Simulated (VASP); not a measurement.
Write the native input for VASP 6.6.1 that does the following.

```
Task                   : single point
Functional             : r2SCAN
Potentials or basis    : VASP PAW PBE potentials, release 64 (Al, Cu)
Cutoff                 : 520 eV
k mesh                 : 18 × 18 × 8
Occupations            : gaussian, width 0.1 eV
Spin                   : no spin polarisation
Dipole correction      : no
Further INCAR settings : ALGO = Normal; EDIFF = 1e-06; NBANDS = 18
```

The system is Al3Cu.

```
Al Cu
1.0
     2.76077    0.00000    0.00000
     0.00000    2.76077    0.00000
     0.00000    0.00000    7.81962
Al Cu
3 1
Direct
  0.00000 0.00000 0.50000
  0.50000 0.50000 0.22379
  0.50000 0.50000 0.77621
  0.00000 0.00000 0.00000
```

This cell differs from its parent crystal: uniaxial strain along c: +3.0 %, then relaxed in part.

One way to write it, as run:

POSCAR

```
Al3Cu
1.0
    2.7607680446      0.0000000000      0.0000000000
    0.0000000000      2.7607680446      0.0000000000
    0.0000000000      0.0000000000      7.8196190067
Al Cu
3 1
Direct
    0.0000000000      0.0000000000      0.5000000000
    0.5000000000      0.5000000000      0.2237930120
    0.5000000000      0.5000000000      0.7762069880
    0.0000000000      0.0000000000      0.0000000000
```

INCAR.step1

```
SYSTEM = Al3Cu
PREC = Accurate ; ENCUT = 520
ISMEAR = 0 ; SIGMA = 0.1
LREAL = .FALSE. ; LASPH = .TRUE.
NELM = 100 ; NBANDS = 18
GGA = PE ; ALGO = Normal
EDIFF = 1E-4 ; LWAVE = .TRUE.
LCHARG = .FALSE.
```

INCAR.step2

```
SYSTEM = Al3Cu
PREC = Accurate ; ENCUT = 520
EDIFF = 1E-6 ; ISMEAR = 0
SIGMA = 0.1 ; LREAL = .FALSE.
LASPH = .TRUE. ; NELM = 100
ALGO = Normal ; ISIF = 2
LWAVE = .FALSE. ; LCHARG = .FALSE.
METAGGA = R2SCAN ; LMIXTAU = .TRUE.
NBANDS = 18 ; ISTART = 1
```

KPOINTS

```
Automatic mesh
0
G
  18 18 8
  0 0 0
```

Potentials or basis: VASP PAW PBE potentials, release 64 (Al, Cu).

Run with:

```sh
$ cat potpaw_PBE.64/Al/POTCAR potpaw_PBE.64/Cu/POTCAR > POTCAR
$ cp INCAR.step1 INCAR
$ mpirun -np 1 vasp_std > vasp.out
$ cp INCAR.step2 INCAR
$ mpirun -np 1 vasp_std > vasp.out
```

Results of the run:

```json
{
  "Pressure": "-2.2 GPa",
  "Largest force": "0.022 eV/Å",
  "Band gap on the k mesh": "zero (bands 10 and 11 overlap by 5.68 eV)"
}
```

Caveat: the cell differs from its parent crystal (uniaxial strain along c: +3.0 %, then relaxed in part); the stress differs along the axes, from -6 to -0 GPa; the PAW data sets were made with another functional, which shifts forces and pressure a little.

It took 32 min on 1 thread of Oxide Virtual Turin-like Processor (shared host), peak memory 0.35 GiB.
